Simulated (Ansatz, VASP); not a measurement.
**NbP in VASP and in Ansatz**

```
Nb P
1.0
    -1.65181    1.65181    5.61469
     1.65181   -1.65181    5.61469
     1.65181    1.65181   -5.61469
Nb P
2 2
Direct
  0.75020 0.75020 0.00000
  0.50020 0.00020 0.50000
  0.33243 0.33243 0.00000
  0.08243 0.58243 0.50000
```

Alike in both runs: functional LDA; k mesh 18 × 18 × 18; occupations gaussian, width 0.1 eV; no spin polarisation.

Ansatz relaxed the structure, and its values are those at the end. VASP's run is a single point on that final structure, the one shown.

|  | VASP | Ansatz |
| --- | --- | --- |
| version | VASP 6.6.1 | Ansatz 0.2.0 |
| potentials or method | VASP PAW LDA potentials, release 64 (Nb_sv, P), cutoff 520 eV | scalar-relativistic, plane waves, PAW |
| valence electrons in the cell | 36 | 36 |

```tsv
	VASP	Ansatz	Ansatz less VASP
gap on the k mesh at the Fermi level (eV)	none	none	-
pressure (GPa)	-0.2	0.0	+0.15
```

LDA's correlation is that of Perdew and Zunger in VASP and of Perdew and Wang (1992) in Ansatz. A gap of «none» marks a metal or a gap that the smearing closes.
